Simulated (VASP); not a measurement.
# La2O3 in VASP: further runs, part 2 of 2

VASP 6.6.1. The steps go on from the part before.

## 4. Single point, PBE

This run uses another cell than the first one, of 22.45 Å³/atom.

The input, INCAR:

```
SYSTEM = La2O3
PREC = Accurate ; ENCUT = 520
EDIFF = 1E-6 ; ISMEAR = -1
SIGMA = 0.05 ; LREAL = .FALSE.
LASPH = .TRUE. ; NELM = 60
ALGO = Normal ; ISIF = 2
LWAVE = .FALSE. ; LCHARG = .FALSE.
GGA = PE ; NBANDS = 28
```

The input, KPOINTS:

```
regular mesh
0
G
  5 5 8
  0 0 0
```

The input, POSCAR:

```
La2O3
1.0
    6.2667802772      0.0000000000      0.0000000000
   -3.1333901386      5.4271909200      0.0000000000
    0.0000000000      0.0000000000      3.2997660000
La O
2 3
Direct
    0.6666666667      0.3333333333      0.5000000000
    0.3333333333      0.6666666667      0.5000000000
    0.5080139900      0.0000000000      0.0000000000
    0.0000000000      0.5080139900      0.0000000000
    0.4919860100      0.4919860100      0.0000000000
```

Potentials or basis: VASP PAW PBE potentials, release 64 (La, O).

Command:

```
$ cat potpaw_PBE.64/La/POTCAR potpaw_PBE.64/O/POTCAR > POTCAR
$ mpirun -np 1 vasp_std > vasp.out
```

OUTCAR:

```text
SYSTEM = La2O3
   PREC = Accurate
   ENCUT = 520
   EDIFF = 1E-6
   ISMEAR = -1
   LREAL = .FALSE.
   LASPH = .TRUE.
   NELM = 60
   ISIF = 2
   GGA = PE

 ion  position               nearest neighbor table
   1  0.667  0.333  0.500-   3 2.45   3 2.45   4 2.45   4 2.45   5 2.45   5 2.45   2 3.62   2 3.62
                             2 3.62
   2  0.333  0.667  0.500-   4 2.45   4 2.45   3 2.45   3 2.45   5 2.45   5 2.45   1 3.62   1 3.62
                             1 3.62
   3  0.508  0.000  0.000-   1 2.45   1 2.45   2 2.45   2 2.45
   4  0.000  0.508  0.000-   2 2.45   2 2.45   1 2.45   1 2.45
   5  0.492  0.492  0.000-   1 2.45   1 2.45   2 2.45   2 2.45

  LATTYP: Found a hexagonal cell.
 ALAT       =     6.2667802772
 C/A-ratio  =     0.5265488583

  Lattice vectors:

 A1 = (   6.2667802772,   0.0000000000,   0.0000000000)
 A2 = (  -3.1333901386,   5.4271909200,   0.0000000000)
 A3 = (   0.0000000000,   0.0000000000,   3.2997660000)

Analysis of symmetry for initial positions (statically):
=====================================================================
 Subroutine PRICEL returns:
[... 178 lines left out ...]
 val. band max:        3.4070548073   @ k =   0.0000   0.0000   0.5000
 cond. band min:       4.9514274263   @ k =   0.0000   0.0000   0.0000
 fundamental gap:      1.5443726189
 Fermi energy:         4.1795485506

 k-point     1 :       0.0000    0.0000    0.0000
  band No.  band energies     occupation
      1     -27.1365      2.00000
      2     -26.9115      2.00000
      3     -14.0927      2.00000
      4     -14.0927      2.00000
      5     -12.4567      2.00000
      6     -10.6685      2.00000
[... 733 lines left out ...]
     27       8.0730      0.00000
     28       8.2045      0.00000

 [... further k-points ...]

------------------------ aborting loop because EDIFF is reached ----------------------------------------

  FORCE on cell =-STRESS in cart. coord.  units (eV):
  Direction    XX          YY          ZZ          XY          YZ          ZX
  --------------------------------------------------------------------------------------
  -------------------------------------------------------------------------------------
  Total        1.8640694      1.8640694      0.2147736      0.0000000      0.0000000      0.0000000
  in kB       26.6115361     26.6115361      3.0661173      0.0000000      0.0000000      0.0000000
  external PRESSURE =      18.7630632 kB  Pullay stress =       0.0000000 kB

 VOLUME and BASIS-vectors are now :
 -----------------------------------------------------------------------------
  energy-cutoff  :      520.00
  volume of cell :      112.23
      direct lattice vectors                 reciprocal lattice vectors
     6.266780277  0.000000000  0.000000000     0.159571575  0.092128692  0.000000000
    -3.133390139  5.427190920  0.000000000     0.000000000  0.184257384  0.000000000
     0.000000000  0.000000000  3.299766000     0.000000000  0.000000000  0.303051792

 POSITION                                       TOTAL-FORCE (eV/Angst)
 -----------------------------------------------------------------------------------
      3.13339      1.80906      1.64988         0.000000      0.000000     -0.000000
     -0.00000      3.61813      1.64988         0.000000      0.000000     -0.000000
      3.18361      0.00000      0.00000        -0.047454      0.000000     -0.000000
     -1.59181      2.75709      0.00000         0.023727     -0.041096      0.000000
      1.54158      2.67010      0.00000         0.023727      0.041096      0.000000
 -----------------------------------------------------------------------------------
    total drift:                               -0.000000     -0.000000     -0.000000

  FREE ENERGIE OF THE ION-ELECTRON SYSTEM (eV)
  ---------------------------------------------------
  free  energy   TOTEN  =       -40.7447541163 eV

  energy  without entropy=      -40.7447541128  energy(sigma->0) =      -40.74475411
```

OSZICAR:

```text
N       E                     dE             d eps       ncg     rms          rms(c)
DAV:   1     0.537163483995E+03    0.53716E+03   -0.16032E+04  1456   0.205E+03
DAV:   2     0.107761062652E+03   -0.42940E+03   -0.40744E+03  1880   0.345E+02
DAV:   3    -0.278849524679E+02   -0.13565E+03   -0.13126E+03  2276   0.222E+02
DAV:   4    -0.469214382984E+02   -0.19036E+02   -0.18443E+02  2396   0.789E+01
DAV:   5    -0.481036392309E+02   -0.11822E+01   -0.11811E+01  2388   0.229E+01    0.156E+01
DAV:   6    -0.412947217732E+02    0.68089E+01   -0.59349E+01  2216   0.400E+01    0.801E+00
DAV:   7    -0.409780741468E+02    0.31665E+00   -0.62188E+00  2728   0.228E+01    0.356E+00
DAV:   8    -0.407441272443E+02    0.23395E+00   -0.98985E-01  2496   0.804E+00    0.110E+00
DAV:   9    -0.407220391560E+02    0.22088E-01   -0.26849E-01  2556   0.383E+00    0.426E-01
DAV:  10    -0.407397075139E+02   -0.17668E-01   -0.25774E-02  2376   0.109E+00    0.135E-01
DAV:  11    -0.407437886193E+02   -0.40811E-02   -0.63242E-03  2040   0.518E-01    0.920E-02
DAV:  12    -0.407447230491E+02   -0.93443E-03   -0.12949E-03  2248   0.314E-01    0.472E-02
DAV:  13    -0.407447491722E+02   -0.26123E-04   -0.63311E-04  2360   0.144E-01    0.216E-02
DAV:  14    -0.407447521621E+02   -0.29900E-05   -0.11267E-04  2240   0.809E-02    0.355E-03
DAV:  15    -0.407447538175E+02   -0.16554E-05   -0.10921E-05  2312   0.267E-02    0.126E-03
DAV:  16    -0.407447541163E+02   -0.29874E-06   -0.53673E-07  1480   0.838E-03
   1 F= -.40744754E+02 E0= -.40744754E+02  d E =-.341365E-08
```

stdout:

```text
POSCAR found type information on POSCAR LaO
 POSCAR found :  2 types and       5 ions
 scaLAPACK will be used
 LDA part: xc-table for (Slater+PW92), standard interpolation
 POSCAR, INCAR and KPOINTS ok, starting setup
 FFT: planning ... GRIDC
 FFT: planning ... GRID_SOFT
 FFT: planning ... GRID
 WAVECAR not read
 entering main loop
```

Wall time 2.5 min (1 thread of Intel Xeon 8259CL, shared host); peak memory 0.29 GiB.

What came out:

- Free energy: -40.7448 eV
- Pressure: 1.9 GPa
- Largest force: 0.047 eV/Å
- Band gap on the k mesh: 1.54 eV (least direct gap 2.05 eV)

Forces on the atoms (eV/Å):
```
La   0.000  0.000  0.000
La   0.000  0.000  0.000
O   -0.047  0.000  0.000
O    0.024 -0.041  0.000
O    0.024  0.041  0.000
```

Caveat: spin-orbit coupling is left out, which moves the levels of the heavy elements.

## 5. Summary

| level | potentials or basis | cell | gap on the mesh (eV) | pressure (GPa) | largest force (eV/Å) |
| --- | --- | --- | --- | --- | --- |
| LDA | VASP PAW LDA potentials, release 64 (La, O) | a = 6.254, b = 6.254, c = 3.231 Å, angles 90.0, 90.0, 120.0°, 5 atoms, atomic positions A | 1.20 | 0.0 | - |
| LDA | VASP PAW LDA potentials, release 64 (La, O) | a = 6.267, b = 6.267, c = 3.300 Å, angles 90.0, 90.0, 120.0°, 5 atoms, atomic positions B | 1.38 | -3.3 | 0.07 |
| PBE | VASP PAW PBE potentials, release 64 (La, O) | a = 6.267, b = 6.267, c = 3.300 Å, angles 90.0, 90.0, 120.0°, 5 atoms, atomic positions B | 1.54 | 1.9 | 0.05 |

Alike in all rows: task single point; no spin polarisation; k mesh 5 × 5 × 8; cutoff (eV) 520; smearing fermi-dirac 0.05 eV.

Caveats: spin-orbit coupling is left out, which moves the levels of the heavy elements; the cell stands under tension (at least some runs).

Absolute energies hang on the potentials; compare differences alone.
